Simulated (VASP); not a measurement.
# PtSe2 in VASP: single point with PBE+D3(BJ)

Aim: the single point of PtSe2 with PBE+D3(BJ).

Program: VASP 6.6.1. These are calculated values, not measurements. Logs are shortened: lines on timing, memory, paths and dates and some standing lists are left out, and cuts for length are marked.

## 1. The cell of the first run

The cell holds a slab with vacuum, 6 atoms: a = 3.707 Å, b = 3.707 Å, c = 22.798 Å, α = 90.00°, β = 90.00°, γ = 120.00°.

## 2. Single point, PBE+D3(BJ)

INCAR reads:

```
SYSTEM = PtSe2
PREC = Accurate
ENCUT = 520
EDIFF = 1E-6
ISMEAR = 0
SIGMA = 0.05
LREAL = .FALSE.
LASPH = .TRUE.
NELM = 100
ALGO = Normal
ISIF = 2
LWAVE = .FALSE.
LCHARG = .FALSE.
LDIPOL = .TRUE.
IDIPOL = 3
DIPOL = 0.5 0.5 0.375
GGA = PE
IVDW = 12
NBANDS = 31
```

KPOINTS reads:

```
regular mesh
0
G
  9 9 1
  0 0 0
```

POSCAR reads:

```
PtSe2
1.0
    3.7070359042      0.0000000000      0.0000000000
   -1.8535179521      3.2103872658      0.0000000000
    0.0000000000      0.0000000000     22.7981610971
Se Pt
4 2
Direct
    0.6666666667      0.3333333333      0.1973843408
    0.3333333333      0.6666666667      0.3133286153
    0.5000000000      1.3333333333      0.4373744075
    0.8333333333      1.0000000000      0.5534473532
    0.0000000000      0.0000000000      0.2556849804
    1.1666666667      1.6666666667      0.4951932654
```

Potentials or basis: VASP PAW PBE potentials, release 64 (Se, Pt).

Run with:

```bash
$ cat potpaw_PBE.64/Se/POTCAR potpaw_PBE.64/Pt/POTCAR > POTCAR
$ mpirun -np 1 vasp_std > vasp.out
```

OUTCAR:

```text
SYSTEM = PtSe2
   PREC = Accurate
   ENCUT = 520
   EDIFF = 1E-6
   ISMEAR = 0
   LREAL = .FALSE.
   LASPH = .TRUE.
   NELM = 100
   ISIF = 2
   GGA = PE
   IVDW = 12
 IVDW          = 12

 ion  position               nearest neighbor table
   1  0.667  0.333  0.197-   5 2.52   5 2.52   5 2.52
   2  0.333  0.667  0.313-   5 2.51   5 2.51   5 2.51
   3  0.500  0.333  0.437-   6 2.51   6 2.51   6 2.51
   4  0.833  0.000  0.553-   6 2.52   6 2.52   6 2.52
   5  0.000  0.000  0.256-   2 2.51   2 2.51   2 2.51   1 2.52   1 2.52   1 2.52
   6  0.167  0.667  0.495-   3 2.51   3 2.51   3 2.51   4 2.52   4 2.52   4 2.52

  LATTYP: Found a hexagonal cell.
 ALAT       =     3.7070359042
 C/A-ratio  =     6.1499704039

  Lattice vectors:

 A1 = (   3.7070359042,   0.0000000000,   0.0000000000)
 A2 = (  -1.8535179521,   3.2103872658,   0.0000000000)
 A3 = (   0.0000000000,   0.0000000000,  22.7981610971)

Analysis of symmetry for initial positions (statically):
=====================================================================
 Subroutine PRICEL returns:
 Original cell was already a primitive cell.

 Routine SETGRP: Setting up the symmetry group for a
 hexagonal supercell.

 Subroutine GETGRP returns: Found  1 space group operations
 (whereof  1 operations were pure point group operations)
 out of a pool of 24 trial point group operations.

The static configuration has the point symmetry C_1 .

Analysis of symmetry for dynamics (positions and initial velocities):
=====================================================================
 Subroutine PRICEL returns:
 Original cell was already a primitive cell.

 Routine SETGRP: Setting up the symmetry group for a
 hexagonal supercell.

 Subroutine GETGRP returns: Found  1 space group operations
 (whereof  1 operations were pure point group operations)
 out of a pool of 24 trial point group operations.

The dynamic configuration has the point symmetry C_1 .

 Subroutine INISYM returns: Found  1 space group operations
 (whereof  1 operations are pure point group operations),
 and found     1 'primitive' translations

----------------------------------------------------------------------------------------

                                     Primitive cell

  volume of cell :     271.3214

  direct lattice vectors                    reciprocal lattice vectors
     3.707035904  0.000000000  0.000000000     0.269757301  0.155744450  0.000000000
    -1.853517952  3.210387266  0.000000000     0.000000000  0.311488901  0.000000000
     0.000000000  0.000000000 22.798161097     0.000000000  0.000000000  0.043863187

  length of vectors
     3.707035904  3.707035904 22.798161097     0.311488901  0.311488901  0.043863187

  position of ions in fractional coordinates (direct lattice)
     0.666666667  0.333333333  0.197384341
     0.333333333  0.666666667  0.313328615
     0.500000000  0.333333333  0.437374408
     0.833333333  0.000000000  0.553447353
     0.000000000  0.000000000  0.255684980
     0.166666667  0.666666667  0.495193265

  ion indices of the primitive-cell ions
   primitive index   ion index
                 1           1
                 2           2
                 3           3
                 4           4
                 5           5
                 6           6

----------------------------------------------------------------------------------------

 KPOINTS: regular mesh

Automatic generation of k-mesh.
 Grid dimensions read from file:
 generate k-points for:    9    9    1

 Generating k-lattice:

  Cartesian coordinates                     Fractional coordinates (reciprocal lattice)
     0.029973033  0.017304939  0.000000000     0.111111111  0.000000000  0.000000000
     0.000000000  0.034609878  0.000000000     0.000000000  0.111111111  0.000000000
     0.000000000  0.000000000  0.043863187     0.000000000  0.000000000  1.000000000

  Length of vectors
     0.034609878  0.034609878  0.043863187

  Shift w.r.t. Gamma in fractional coordinates (k-lattice)
     0.000000000  0.000000000  0.000000000

 Subroutine IBZKPT returns following result:
 ===========================================

 Found     41 irreducible k-points:

 Following reciprocal coordinates:
            Coordinates               Weight
  0.000000  0.000000  0.000000      1.000000
  0.111111  0.000000  0.000000      2.000000
  0.000000  0.111111  0.000000      2.000000
 -0.111111  0.111111  0.000000      2.000000
  0.222222  0.000000  0.000000      2.000000
  0.000000  0.222222  0.000000      2.000000
[... 16 lines left out ...]
  0.333333  0.111111  0.000000      2.000000
 -0.111111  0.444444  0.000000      2.000000
 [... further k-points ...]
   k-points           NKPTS =     41   k-points in BZ     NKDIM =     41   number of bands    NBANDS=     31
   number of dos      NEDOS =    301   number of ions     NIONS =      6
   total plane-waves  NPLWV = 141120
   dimension x,y,z NGX =    28 NGY =   28 NGZ =  180
   dimension x,y,z NGXF=    56 NGYF=   56 NGZF=  360
   ions per type =               4   2
   NGX,Y,Z   is equivalent  to a cutoff of  12.56, 12.56, 13.13 a.u.
   NGXF,Y,Z  is equivalent  to a cutoff of  25.11, 25.11, 26.25 a.u.
 SYSTEM =  PtSe2
   PREC   = accura    normal or accurate (medium, high low for compatibility)
   ISTART =      0    job   : 0-new  1-cont  2-samecut
   ICHARG =      2    charge: 1-file 2-atom 10-const
   ISPIN  =      1    spin polarized calculation?
   LNONCOLLINEAR =      F non collinear calculations
   LSORBIT =      F    spin-orbit coupling
   LASPH  =      T    aspherical Exc in radial PAW
   ENCUT  =  520.0 eV  38.22 Ry    6.18 a.u.   6.89  6.89 42.39*2*pi/ulx,y,z
   NELM   =    100;   NELMIN=  2; NELMDL= -5     # of ELM steps
   EDIFF  = 0.1E-05   stopping-criterion for ELM
   LREAL  =      F    real-space projection
   EDIFFG = 0.1E-04   stopping-criterion for IOM
   NSW    =      0    number of steps for IOM
   IBRION =     -1    ionic relax: 0-MD 1-quasi-New 2-CG
   NFREE  =      0    steps in history (QN), initial steepest desc. (CG)
   ISIF   =      2    stress and relaxation
   ISYM   =      2    0-nonsym 1-usesym 2-fastsym
   POTIM  = 0.5000    time-step for ionic-motion
   TEBEG  =    0.0;   TEEND  =   0.0 temperature during run
   PSTRESS=    0.0 pullay stress
   NELECT =      44.0000    total number of electrons
   NUPDOWN=      -1.0000    fix difference up-down
   EMIN   =  10.00;   EMAX   =-10.00  energy-range for DOS
   EFERMI =   0.00;   METHOD = LEGACY
   ISMEAR =     0;   SIGMA  =   0.05  broadening in eV -4-tet -1-fermi 0-gaus
   EFERMI_NEDOS =   21; number of points for ismear=-14 and -15
   IALGO  =     38    algorithm
   IMIX   =      4    mixing-type and parameters
     AMIX     =   0.40;   BMIX     =  1.00
     AMIX_MAG =   1.60;   BMIX_MAG =  1.00
  volume/ion in A,a.u.               =      45.22       305.16
  Fermi-wavevector in a.u.,A,eV,Ry     =   0.892752  1.687057 10.843937  0.797007
  Thomas-Fermi vector in A             =   2.014742
   LORBIT       =      0    0 simple, 1 ext, 2 COOP (PROOUT), +10 PAW based schemes
   GGA     = PE    functional components
   LHFCALC =     F    Hartree Fock is set to
   AEXX    =    0.0000 exact exchange contribution
   IVDW    =    12    specifies the selected vdW correction
   LEPSILON=     F    determine dielectric tensor
   LRPA    =     F    only Hartree local field effects (RPA)
 non-spin polarized calculation
 Gauss-broadening in eV      SIGMA  =   0.05
  energy-cutoff  :      520.00
  volume of cell :      271.32
 maximum number of plane-waves:      7334
   NGX = 13   NGY = 13   NGZ = 85

 dipolmoment           0.000000      0.000000      0.004128 electrons x Angstroem

 number of electron      44.0000001 magnetization

 dipolmoment           0.000000      0.000000     -0.003534 electrons x Angstroem

 Free energy of the ion-electron system (eV)
  ---------------------------------------------------
  ext. energy  EPLUGINS =         0.00000000
  ---------------------------------------------------
  free energy    TOTEN  =       -28.50294639 eV

  energy without entropy =      -28.50294639  energy(sigma->0) =      -28.50294639

 E-fermi :   0.2232     XC(G=0):  -5.4113

 val. band max:       -0.0388260934   @ k =   0.1111   0.0000   0.0000
 cond. band min:       0.4722833533   @ k =   0.2222   0.0000   0.0000
 fundamental gap:      0.5111094467
 Fermi energy:         0.2232460305

 k-point     1 :       0.0000    0.0000    0.0000
  band No.  band energies     occupation
      1     -14.8895      2.00000
      2     -14.6809      2.00000
      3     -13.1727      2.00000
      4     -12.8330      2.00000
      5      -6.2579      2.00000
      6      -5.8217      2.00000
[... 23 lines left out ...]
     30       4.8762      0.00000
     31       4.9943      0.00000

 k-point     2 :       0.1111    0.0000    0.0000
  band No.  band energies     occupation
      1     -14.7585      2.00000
      2     -14.5483      2.00000
      3     -13.1673      2.00000
      4     -12.8480      2.00000
      5      -6.1681      2.00000
      6      -5.8309      2.00000
[... 23 lines left out ...]
     30       5.3417      0.00000
     31       5.6677      0.00000

 k-point     3 :       0.0000    0.1111    0.0000
  band No.  band energies     occupation
      1     -14.7571      2.00000
      2     -14.5491      2.00000
      3     -13.1651      2.00000
      4     -12.8504      2.00000
      5      -6.1699      2.00000
      6      -5.8335      2.00000
[... 703 lines left out ...]
     30       6.4456      0.00000
     31       6.8221      0.00000

 k-point    24 :      -0.1111    0.4444    0.0000
  band No.  band energies     occupation
      1     -13.5979      2.00000
      2     -13.4337      2.00000
      3     -13.1184      2.00000
      4     -13.0133      2.00000
      5      -6.4622      2.00000
      6      -6.3478      2.00000
[... 23 lines left out ...]
     30       6.4234      0.00000
     31       6.7863      0.00000

 [... further k-points ...]

------------------------ aborting loop because EDIFF is reached ----------------------------------------

 vacuum level on the upper side and lower side of the slab       (xc-potential included)        -0.177        -0.123

 Edisp (eV)   -2.20856

 E8    (eV) :    -0.9795

  FORCE on cell =-STRESS in cart. coord.  units (eV):
  Direction    XX          YY          ZZ          XY          YZ          ZX
  --------------------------------------------------------------------------------------
  -------------------------------------------------------------------------------------
  Total       0.31366     0.37084    -0.04747    -0.24113    -0.27256     0.41793
  in kB       1.85220     2.18987    -0.28034    -1.42392    -1.60950     2.46793
  external pressure =        1.25 kB  Pullay stress =        0.00 kB

 VOLUME and BASIS-vectors are now :
 -----------------------------------------------------------------------------
  energy-cutoff  :      520.00
  volume of cell :      271.32
      direct lattice vectors                 reciprocal lattice vectors
     3.707035904  0.000000000  0.000000000     0.269757301  0.155744450  0.000000000
    -1.853517952  3.210387266  0.000000000     0.000000000  0.311488901  0.000000000
     0.000000000  0.000000000 22.798161097     0.000000000  0.000000000  0.043863187

 POSITION                                       TOTAL-FORCE (eV/Angst)
 -----------------------------------------------------------------------------------
      1.85352      1.07013      4.50000        -0.065465      0.020993      0.000464
     -0.00000      2.14026      7.14332        -0.117503      0.071833      0.002029
      1.23568      1.07013      9.97133         0.099522     -0.070373     -0.002286
      3.08920      0.00000     12.61758         0.013365     -0.028405      0.000067
      0.00000      0.00000      5.82915         0.073417     -0.020726     -0.001291
     -0.61784      2.14026     11.28950        -0.003335      0.026678      0.001017
 -----------------------------------------------------------------------------------
    total drift:                                0.000026      0.000070      0.000228

  FREE ENERGIE OF THE ION-ELECTRON SYSTEM (eV)
  ---------------------------------------------------
  free  energy   TOTEN  =       -30.7115053613 eV

  energy  without entropy=      -30.7115053613  energy(sigma->0) =      -30.71150536

 vacuum level on the upper side and lower side of the slab         4.855         4.909
```

It took 7 min on 1 thread of AMD EPYC 9R14 (Zen 4), shared host; peak memory 0.5 GiB.

What came out:

| Item | Value |
| --- | --- |
| Free energy | -30.7115 eV |
| Largest force | 0.138 eV/Å |
| Band gap on the k mesh | 0.51 eV, indirect (least direct gap 0.87 eV) |
| Dispersion energy per atom | -0.368 eV |

Forces in eV/Å, atoms in the order of the input:
```
Se  -0.065  0.021  0.000
Se  -0.118  0.072  0.002
Se   0.100 -0.070 -0.002
Se   0.013 -0.028  0.000
Pt   0.073 -0.021 -0.001
Pt  -0.003  0.027  0.001
```

Caveat: spin-orbit coupling is left out, which moves the levels of the heavy elements.
